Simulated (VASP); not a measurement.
# BN (P6_3/mmc) in VASP: notebook

Runs on BN. Level: r2SCAN. Tasks: single point.

Program: VASP 6.6.1. These are calculated values, not measurements. Logs are shortened: lines on timing, memory, paths and dates and some standing lists are left out, and cuts for length are marked.

### Step 1. The cell of the first run

The structure is hexagonal, space group P6_3/mmc (No. 194). Conventional cell: a = 2.567 Å, b = 2.567 Å, c = 6.328 Å, α = 90.00°, β = 90.00°, γ = 120.00°. Within 2.0 Å of B (site symmetry -6m2) lie 3 N at 1.48 Å. N (site symmetry -6m2) has 3 B at 1.48 Å within 2.0 Å.

### Step 2. Single point, r2SCAN (strain +0.025 along x and y, -0.050 along z)

POSCAR reads:

```
BN
1.0
    2.5665914969      0.0000000000      0.0000000000
   -1.2832957485      2.2227334374      0.0000000000
    0.0000000000      0.0000000000      6.3281400000
B N
2 2
Direct
    0.3333333333      0.6666666667      0.2500000000
    0.6666666667      0.3333333333      0.7500000000
    0.3333333333      0.6666666667      0.7500000000
    0.6666666667      0.3333333333      0.2500000000
```

INCAR.step1 reads:

```
  ALGO = Normal
  EDIFF = 1E-4
  ENCUT = 520
  GGA = PE
  ISMEAR = 0
  LASPH = T
  LCHARG = F
  LREAL = F
  LWAVE = T
  NBANDS = 16
  NELM = 100
  PREC = Accurate
  SIGMA = 0.05
```

INCAR.step2 reads:

```
  ALGO = Normal
  EDIFF = 1E-6
  ENCUT = 520
  ISIF = 2
  ISMEAR = 0
  ISTART = 1
  LASPH = T
  LCHARG = F
  LMIXTAU = T
  LREAL = F
  LWAVE = F
  METAGGA = R2SCAN
  NBANDS = 16
  NELM = 100
  PREC = Accurate
  SIGMA = 0.05
```

KPOINTS reads:

```
k-points
0
Gamma
  12 12 4
```

Potentials or basis: VASP PAW PBE potentials, release 64 (B, N).

Run with:

```
$ cat potpaw_PBE.64/B/POTCAR potpaw_PBE.64/N/POTCAR > POTCAR
$ cp INCAR.step1 INCAR
$ mpirun -np 1 vasp_std > vasp.out
$ cp INCAR.step2 INCAR
$ mpirun -np 1 vasp_std > vasp.out
```

OUTCAR:

```text
EDIFF = 1E-6
   ENCUT = 520
   ISIF = 2
   ISMEAR = 0
   ISTART = 1
   LASPH = T
   LREAL = F
   METAGGA = R2SCAN
   NELM = 100
   PREC = Accurate

 ion  position               nearest neighbor table
   1  0.333  0.667  0.250-   4 1.48   4 1.48   4 1.48
   2  0.667  0.333  0.750-   3 1.48   3 1.48   3 1.48
   3  0.333  0.667  0.750-   2 1.48   2 1.48   2 1.48
   4  0.667  0.333  0.250-   1 1.48   1 1.48   1 1.48

  LATTYP: Found a hexagonal cell.
 ALAT       =     2.5665914969
 C/A-ratio  =     2.4655813002

  Lattice vectors:

 A1 = (   2.5665914969,   0.0000000000,   0.0000000000)
 A2 = (  -1.2832957485,   2.2227334374,   0.0000000000)
 A3 = (   0.0000000000,   0.0000000000,   6.3281400000)

Analysis of symmetry for initial positions (statically):
=====================================================================
 Subroutine PRICEL returns:
 Original cell was already a primitive cell.

 Routine SETGRP: Setting up the symmetry group for a
 hexagonal supercell.

 Subroutine GETGRP returns: Found 24 space group operations
 (whereof 12 operations were pure point group operations)
 out of a pool of 24 trial point group operations.

The static configuration has the point symmetry D_3d.
 The point group associated with its full space group is D_6h.

Analysis of symmetry for dynamics (positions and initial velocities):
=====================================================================
 Subroutine PRICEL returns:
 Original cell was already a primitive cell.

 Routine SETGRP: Setting up the symmetry group for a
 hexagonal supercell.

 Subroutine GETGRP returns: Found 24 space group operations
 (whereof 12 operations were pure point group operations)
 out of a pool of 24 trial point group operations.

The dynamic configuration has the point symmetry D_3d.
 The point group associated with its full space group is D_6h.

 Subroutine INISYM returns: Found 24 space group operations
 (whereof 12 operations are pure point group operations),
 and found     1 'primitive' translations

----------------------------------------------------------------------------------------

                                     Primitive cell

  volume of cell :      36.1011

  direct lattice vectors                    reciprocal lattice vectors
     2.566591497  0.000000000  0.000000000     0.389621800  0.224948251  0.000000000
    -1.283295749  2.222733437  0.000000000     0.000000000  0.449896503  0.000000000
     0.000000000  0.000000000  6.328140000     0.000000000  0.000000000  0.158024317

  length of vectors
     2.566591497  2.566591497  6.328140000     0.449896503  0.449896503  0.158024317

  position of ions in fractional coordinates (direct lattice)
     0.333333333  0.666666667  0.250000000
     0.666666667  0.333333333  0.750000000
     0.333333333  0.666666667  0.750000000
     0.666666667  0.333333333  0.250000000

  ion indices of the primitive-cell ions
   primitive index   ion index
                 1           1
                 2           2
                 3           3
                 4           4

----------------------------------------------------------------------------------------

 KPOINTS: k-points

Automatic generation of k-mesh.
 Grid dimensions read from file:
 generate k-points for:   12   12    4

 Generating k-lattice:

  Cartesian coordinates                     Fractional coordinates (reciprocal lattice)
     0.032468483  0.018745688  0.000000000     0.083333333  0.000000000  0.000000000
     0.000000000  0.037491375  0.000000000     0.000000000  0.083333333  0.000000000
     0.000000000  0.000000000  0.039506079     0.000000000  0.000000000  0.250000000

  Length of vectors
     0.037491375  0.037491375  0.039506079

  Shift w.r.t. Gamma in fractional coordinates (k-lattice)
     0.000000000  0.000000000  0.000000000

 Subroutine IBZKPT returns following result:
 ===========================================

 Found     57 irreducible k-points:

 Following reciprocal coordinates:
            Coordinates               Weight
  0.000000  0.000000  0.000000      1.000000
  0.083333  0.000000  0.000000      6.000000
  0.166667  0.000000  0.000000      6.000000
  0.250000  0.000000  0.000000      6.000000
  0.333333  0.000000  0.000000      6.000000
  0.416667  0.000000  0.000000      6.000000
[... 16 lines left out ...]
  0.250000  0.000000  0.250000     12.000000
  0.333333  0.000000  0.250000     12.000000
 [... further k-points ...]
   k-points           NKPTS =     57   k-points in BZ     NKDIM =     57   number of bands    NBANDS=     16
   number of dos      NEDOS =    301   number of ions     NIONS =      4
   total plane-waves  NPLWV =  19200
   dimension x,y,z NGX =    20 NGY =   20 NGZ =   48
   dimension x,y,z NGXF=    40 NGYF=   40 NGZF=   96
   ions per type =               2   2
   NGX,Y,Z   is equivalent  to a cutoff of  12.95, 12.95, 12.61 a.u.
   NGXF,Y,Z  is equivalent  to a cutoff of  25.91, 25.91, 25.22 a.u.
 SYSTEM =  unknown system
   PREC   = accura    normal or accurate (medium, high low for compatibility)
   ISTART =      1    job   : 0-new  1-cont  2-samecut
   ICHARG =      0    charge: 1-file 2-atom 10-const
   ISPIN  =      1    spin polarized calculation?
   LNONCOLLINEAR =      F non collinear calculations
   LSORBIT =      F    spin-orbit coupling
   LASPH  =      T    aspherical Exc in radial PAW
   ENCUT  =  520.0 eV  38.22 Ry    6.18 a.u.   4.77  4.77 11.77*2*pi/ulx,y,z
   NELM   =    100;   NELMIN=  2; NELMDL=  0     # of ELM steps
   EDIFF  = 0.1E-05   stopping-criterion for ELM
   LREAL  =      F    real-space projection
   EDIFFG = 0.1E-04   stopping-criterion for IOM
   NSW    =      0    number of steps for IOM
   IBRION =     -1    ionic relax: 0-MD 1-quasi-New 2-CG
   NFREE  =      0    steps in history (QN), initial steepest desc. (CG)
   ISIF   =      2    stress and relaxation
   ISYM   =      2    0-nonsym 1-usesym 2-fastsym
   POTIM  = 0.5000    time-step for ionic-motion
   TEBEG  =    0.0;   TEEND  =   0.0 temperature during run
   PSTRESS=    0.0 pullay stress
   NELECT =      16.0000    total number of electrons
   NUPDOWN=      -1.0000    fix difference up-down
   EMIN   =  10.00;   EMAX   =-10.00  energy-range for DOS
   EFERMI =   0.00;   METHOD = LEGACY
   ISMEAR =     0;   SIGMA  =   0.05  broadening in eV -4-tet -1-fermi 0-gaus
   EFERMI_NEDOS =   21; number of points for ismear=-14 and -15
   IALGO  =     38    algorithm
   IMIX   =      4    mixing-type and parameters
     AMIX     =   0.40;   BMIX     =  1.00
     AMIX_MAG =   1.60;   BMIX_MAG =  1.00
  volume/ion in A,a.u.               =       9.03        60.91
  Fermi-wavevector in a.u.,A,eV,Ry     =   1.248173  2.358705 21.197001  1.557936
  Thomas-Fermi vector in A             =   2.382272
   LORBIT       =      0    0 simple, 1 ext, 2 COOP (PROOUT), +10 PAW based schemes
   METAGGA = R2SCAN    functional components
   LHFCALC =     F    Hartree Fock is set to
   AEXX    =    0.0000 exact exchange contribution
   IVDW    =     0    specifies the selected vdW correction
   LEPSILON=     F    determine dielectric tensor
   LRPA    =     F    only Hartree local field effects (RPA)
 non-spin polarized calculation
 Gauss-broadening in eV      SIGMA  =   0.05
  energy-cutoff  :      520.00
  volume of cell :       36.10
 maximum number of plane-waves:       988
 NGX is ok and might be reduce to    20
   NGX =  9   NGY =  9   NGZ = 23

 number of electron      16.0000000 magnetization

 Free energy of the ion-electron system (eV)
  ---------------------------------------------------
  ext. energy  EPLUGINS =         0.00000000
  ---------------------------------------------------
  free energy    TOTEN  =       -38.42366284 eV

  energy without entropy =      -38.42366284  energy(sigma->0) =      -38.42366284

 E-fermi :   2.4150     XC(G=0): -10.8897

 val. band max:        2.1633790284   @ k =   0.3333   0.2500   0.0000
 cond. band min:       6.8044518016   @ k =   0.5000   0.0000   0.0000
 fundamental gap:      4.6410727732
 Fermi energy:         2.4149879262

 k-point     1 :       0.0000    0.0000    0.0000
  band No.  band energies     occupation
      1     -16.3086      2.00000
      2     -15.8829      2.00000
      3      -4.1384      2.00000
      4      -1.3480      2.00000
      5       0.6651      2.00000
      6       0.6651      2.00000
[... 8 lines left out ...]
     15      14.0450      0.00000
     16      15.5203      0.00000

 k-point     2 :       0.0833    0.0000    0.0000
  band No.  band energies     occupation
      1     -16.1737      2.00000
      2     -15.7543      2.00000
      3      -3.9548      2.00000
      4      -1.1885      2.00000
      5       0.0916      2.00000
      6       0.1611      2.00000
[... 8 lines left out ...]
     15      14.6522      0.00000
     16      14.9840      0.00000

 k-point     3 :       0.1667    0.0000    0.0000
  band No.  band energies     occupation
      1     -15.7772      2.00000
      2     -15.3769      2.00000
      3      -3.4111      2.00000
      4      -1.3514      2.00000
      5      -1.2667      2.00000
      6      -0.7223      2.00000
[... 8 lines left out ...]
     15      15.9095      0.00000
     16      16.0991      0.00000

 k-point     4 :       0.2500    0.0000    0.0000
  band No.  band energies     occupation
      1     -15.1484      2.00000
      2     -14.7825      2.00000
      3      -3.1637      2.00000
      4      -3.0483      2.00000
      5      -2.5327      2.00000
      6      -0.9219      2.00000
[... 8 lines left out ...]
     15      18.1541      0.00000
     16      18.3311      0.00000

 k-point     5 :       0.3333    0.0000    0.0000
  band No.  band energies     occupation
      1     -14.3586      2.00000
      2     -14.0500      2.00000
      3      -4.9428      2.00000
      4      -4.8019      2.00000
      5      -1.5389      2.00000
      6      -1.4269      2.00000
[... 8 lines left out ...]
     15      18.4609      0.00000
     16      20.6540      0.00000

 k-point     6 :       0.4167    0.0000    0.0000
  band No.  band energies     occupation
      1     -13.5812      2.00000
      2     -13.3683      2.00000
      3      -6.3266      2.00000
      4      -6.1886      2.00000
      5      -1.9442      2.00000
      6      -1.8274      2.00000
[... 8 lines left out ...]
     15      18.0452      0.00000
     16      22.8245      0.00000
[... 267 lines left out ...]
 k-point    21 :       0.0833    0.0000    0.2500
  band No.  band energies     occupation
      1     -16.1164      2.00000
      2     -15.8202      2.00000
      3      -3.6246      2.00000
      4      -1.7074      2.00000
      5       0.1043      2.00000
      6       0.1574      2.00000
[... 8 lines left out ...]
     15      14.7509      0.00000
     16      14.9583      0.00000

 k-point    22 :       0.1667    0.0000    0.2500
  band No.  band energies     occupation
      1     -15.7224      2.00000
      2     -15.4396      2.00000
      3      -3.0948      2.00000
      4      -1.4062      2.00000
      5      -1.3245      2.00000
      6      -1.0893      2.00000
[... 8 lines left out ...]
     15      15.9357      0.00000
     16      16.0696      0.00000

 k-point    23 :       0.2500    0.0000    0.2500
  band No.  band energies     occupation
      1     -15.0979      2.00000
      2     -14.8395      2.00000
      3      -3.1705      2.00000
      4      -3.0764      2.00000
      5      -2.1950      2.00000
      6      -0.9069      2.00000
[... 8 lines left out ...]
     15      18.1771      0.00000
     16      18.3019      0.00000

 k-point    24 :       0.3333    0.0000    0.2500
  band No.  band energies     occupation
      1     -14.3155      2.00000
      2     -14.0974      2.00000
      3      -4.9298      2.00000
      4      -4.8290      2.00000
      5      -1.5228      2.00000
      6      -1.4435      2.00000
[... 8 lines left out ...]
     15      19.4734      0.00000
     16      20.6719      0.00000

 [... further k-points ...]
[... 5 lines left out ...]
  --------------------------------------------------------------------------------------
  -------------------------------------------------------------------------------------
  Total       -5.8944012     -5.8944012      0.5481123      0.0000000      0.0000000      0.0000000
  in kB     -261.5953742   -261.5953742     24.3253962      0.0000000      0.0000000      0.0000000
  external PRESSURE =    -166.2884507 kB  Pullay stress =       0.0000000 kB

 VOLUME and BASIS-vectors are now :
 -----------------------------------------------------------------------------
  energy-cutoff  :      520.00
  volume of cell :       36.10
      direct lattice vectors                 reciprocal lattice vectors
     2.566591497  0.000000000  0.000000000     0.389621800  0.224948251  0.000000000
    -1.283295749  2.222733437  0.000000000     0.000000000  0.449896503  0.000000000
     0.000000000  0.000000000  6.328140000     0.000000000  0.000000000  0.158024317

 POSITION                                       TOTAL-FORCE (eV/Angst)
 -----------------------------------------------------------------------------------
     -0.00000      1.48182      1.58204        -0.000000      0.000000      0.000000
      1.28330      0.74091      4.74611         0.000000     -0.000000      0.000000
     -0.00000      1.48182      4.74611         0.000000     -0.000000      0.000000
      1.28330      0.74091      1.58204        -0.000000      0.000000      0.000000
 -----------------------------------------------------------------------------------
    total drift:                                0.000000     -0.000000      0.000000

  FREE ENERGIE OF THE ION-ELECTRON SYSTEM (eV)
  ---------------------------------------------------
  free  energy   TOTEN  =       -38.4236628355 eV

  energy  without entropy=      -38.4236628355  energy(sigma->0) =      -38.42366284
```

Wall time 2.7 min (1 thread of Intel Xeon 8259CL, shared host); peak memory 0.17 GiB.

What came out:

- Free energy: -38.4237 eV
- Pressure: -16.6 GPa
- Band gap on the k mesh: 4.64 eV (least direct gap 4.95 eV)

Levels at points of the mesh, in eV from the valence-band top:
| k point | band 4 | band 5 | band 6 | band 7 | band 8 | band 9 | band 10 | band 11 | band 12 | band 13 |
| --- | --- | --- | --- | --- | --- | --- | --- | --- | --- | --- |
| (0.00, 0.00, 0.00) | -3.51 | -1.50 | -1.50 | -1.43 | -1.43 | 5.91 | 11.30 | 11.58 | 11.58 | 11.78 |
| (0.50, 0.00, 0.00) | -8.92 | -4.25 | -4.13 | -1.63 | -0.31 | 4.64 | 6.35 | 9.52 | 9.72 | 13.26 |
| (0.00, 0.00, 0.50) | -5.09 | -1.46 | -1.46 | -1.46 | -1.46 | 8.53 | 8.53 | 11.68 | 11.68 | 11.68 |
| (0.50, 0.00, 0.50) | -8.99 | -4.19 | -4.19 | -0.92 | -0.92 | 5.12 | 5.12 | 9.82 | 9.82 | 14.21 |

Caveat: the cell differs from its parent crystal (strain +0.025 along x and y, -0.050 along z); the stress differs along the axes, from -26 to 2 GPa; the PAW data sets were made with another functional, which shifts forces and pressure a little. A k mesh can miss the band edges.

### Step 3. Single point, r2SCAN (strain +0.000 along x and y, +0.025 along z)

POSCAR reads:

```
BN
1.0
    2.5039917043      0.0000000000      0.0000000000
   -1.2519958522      2.1685204268      0.0000000000
    0.0000000000      0.0000000000      6.8277300000
B N
2 2
Direct
    0.3333333333      0.6666666667      0.2500000000
    0.6666666667      0.3333333333      0.7500000000
    0.3333333333      0.6666666667      0.7500000000
    0.6666666667      0.3333333333      0.2500000000
```

INCAR.step1 reads:

```
PREC = Accurate ; ENCUT = 520
ISMEAR = 0 ; SIGMA = 0.05
LREAL = F ; LASPH = T
NELM = 80 ; NBANDS = 16
GGA = PE ; ALGO = Normal
EDIFF = 1E-4 ; LWAVE = T
LCHARG = F
```

INCAR.step2 reads:

```
PREC = Accurate ; ENCUT = 520
EDIFF = 1E-7 ; ISMEAR = 0
SIGMA = 0.05 ; LREAL = F
LASPH = T ; NELM = 80
ALGO = Normal ; ISIF = 2
LWAVE = F ; LCHARG = F
METAGGA = R2SCAN ; LMIXTAU = T
NBANDS = 16 ; ISTART = 1
```

KPOINTS reads:

```
Automatic mesh
0
Gamma
  12 12 4
```

Potentials or basis: VASP PAW PBE potentials, release 64 (B, N).

Run with:

```
$ cat potpaw_PBE.64/B/POTCAR potpaw_PBE.64/N/POTCAR > POTCAR
$ cp INCAR.step1 INCAR
$ mpirun -np 1 vasp_std > vasp.out
$ cp INCAR.step2 INCAR
$ mpirun -np 1 vasp_std > vasp.out
```

Run time: 3.6 min. Hardware: 1 thread of Intel Xeon 8259CL, shared host; peak memory 0.17 GiB.

Results (log left out):

- Free energy: -38.5961 eV
- Pressure: -0.4 GPa
- Band gap on the k mesh: 4.91 eV (least direct gap 5.36 eV)

Stress tensor (GPa, compression positive):
```
-0.62  0.00  0.00
 0.00 -0.62  0.00
 0.00  0.00 -0.09
```

Levels at points of the mesh, in eV from the valence-band top:
```csv
k point,band 6,band 7,band 8,band 9,band 10,band 11
"(0.00, 0.00, 0.00)",-1.35,-1.32,-1.32,5.44,10.70,12.31
"(0.50, 0.00, 0.00)",-4.23,-1.36,-0.49,4.91,6.21,10.18
"(0.00, 0.00, 0.50)",-1.34,-1.34,-1.34,7.78,7.78,12.36
"(0.50, 0.00, 0.50)",-4.26,-0.91,-0.91,5.35,5.35,10.61
```

Caveat: the cell differs from its parent crystal (strain +0.000 along x and y, +0.025 along z); the PAW data sets were made with another functional, which shifts forces and pressure a little. A k mesh can miss the band edges.
